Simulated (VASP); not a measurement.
Input of a VASP 6.6.1 run:

File INCAR:

```
SYSTEM = InP
PREC = Accurate ; ENCUT = 520
EDIFF = 1E-6 ; ISMEAR = 0
SIGMA = 0.05 ; LREAL = .FALSE.
LASPH = .TRUE. ; NELM = 80
ALGO = Normal ; ISIF = 2
LWAVE = .FALSE. ; LCHARG = .TRUE.
LELF = .TRUE. ; LVHAR = .TRUE.
NBANDS = 16
```

File KPOINTS:

```
Automatic mesh
0
G
  12 12 12
  0 0 0
```

Contents of POSCAR:

```
InP
1.0
    0.0000000000      2.6256754680      3.1498026247
    3.1498026247      0.0000000000      3.1498026247
    3.1498026247      2.6256754680      0.0000000000
In P
1 1
Direct
    0.0000000000      0.0000000000      0.0000000000
    0.7500000000      0.7500000000      0.7500000000
```

Potentials or basis: VASP PAW LDA potentials, release 64 (In_d, P).

Launch:

```sh
$ cat potpaw_LDA.64/In_d/POTCAR potpaw_LDA.64/P/POTCAR > POTCAR
$ mpirun -np 1 vasp_std > vasp.out
```

(1) Predict the pressure.

(2) Estimate the band gap on the k mesh.

Results:

(1) -3.9 GPa.

(2) 0.21 eV.

Caveat: the stress differs along the axes, from -6 to -0 GPa; semilocal functionals underestimate gaps, and a narrow one can read as zero; spin-orbit coupling is left out, which moves the levels of the heavy elements.
